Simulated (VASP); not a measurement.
# SnO (Romarchite): single point with r2SCAN+D3(BJ)

SnO (Romarchite):

```
CELL_PARAMETERS angstrom
3.79838 0.00000 0.00000
0.00000 3.79838 0.00000
0.00000 0.00000 4.82313
ATOMIC_POSITIONS crystal
Sn 0.50000 0.00000 0.23763
Sn 0.00000 0.50000 0.76237
O 0.00000 0.00000 0.00000
O 0.50000 0.50000 0.00000
```

```
Program             : VASP 6.6.1
Task                : single point
Functional          : r2SCAN
Dispersion          : D3(BJ)
Potentials or basis : VASP PAW PBE potentials, release 64 (Sn_d, O)
Cutoff              : 520 eV
k mesh              : 10 × 10 × 8
Occupations         : gaussian, width 0.05 eV
Spin                : no spin polarisation
```

```
Pressure                   : 0.3 GPa
Largest force              : 0.149 eV/Å
Band gap on the k mesh     : 0.16 eV, indirect (least direct gap 2.29 eV)
Dispersion energy per atom : -0.111 eV
```

Forces on the atoms (eV/Å):
```
Sn   0.000  0.000  0.149
Sn   0.000  0.000 -0.149
O    0.000  0.000  0.000
O    0.000  0.000  0.000
```

Stress tensor (GPa, compression positive):
```
0.36 0.00 0.00
0.00 0.36 0.00
0.00 0.00 0.27
```

Levels at points of the mesh, in eV from the valence-band top:
| k point | band 16 | band 17 | band 18 | band 19 | band 20 | band 21 | band 22 | band 23 | band 24 | band 25 |
| --- | --- | --- | --- | --- | --- | --- | --- | --- | --- | --- |
| (0.00, 0.00, 0.00) | -6.81 | -3.95 | -3.65 | -3.65 | 0.00 | 2.42 | 4.61 | 4.85 | 4.85 | 6.10 |
| (0.50, 0.00, 0.00) | -5.48 | -5.35 | -5.35 | -3.01 | -3.01 | 3.48 | 3.48 | 6.20 | 6.20 | 6.36 |
| (0.50, 0.50, 0.00) | -5.62 | -2.97 | -2.97 | -2.13 | -2.13 | 0.16 | 0.16 | 4.75 | 4.75 | 7.73 |
| (0.00, 0.00, 0.50) | -4.01 | -3.66 | -3.66 | -3.07 | -2.58 | 1.95 | 3.09 | 3.09 | 3.79 | 8.40 |
| (0.50, 0.00, 0.50) | -5.94 | -5.31 | -5.31 | -2.04 | -2.04 | 2.80 | 2.80 | 5.68 | 5.68 | 7.08 |
| (0.50, 0.50, 0.50) | -6.07 | -2.97 | -2.97 | -2.93 | -2.93 | 2.45 | 2.45 | 4.40 | 4.40 | 5.96 |

Wall time 4.3 min on 1 thread of Intel(R) Xeon(R) 6975P-C (Granite Rapids), with other jobs on the host, peak memory 0.3 GiB.

Caveat: the PAW data sets were made with another functional, which shifts forces and pressure a little; spin-orbit coupling is left out, which moves the levels of the heavy elements. A k mesh can miss the band edges.
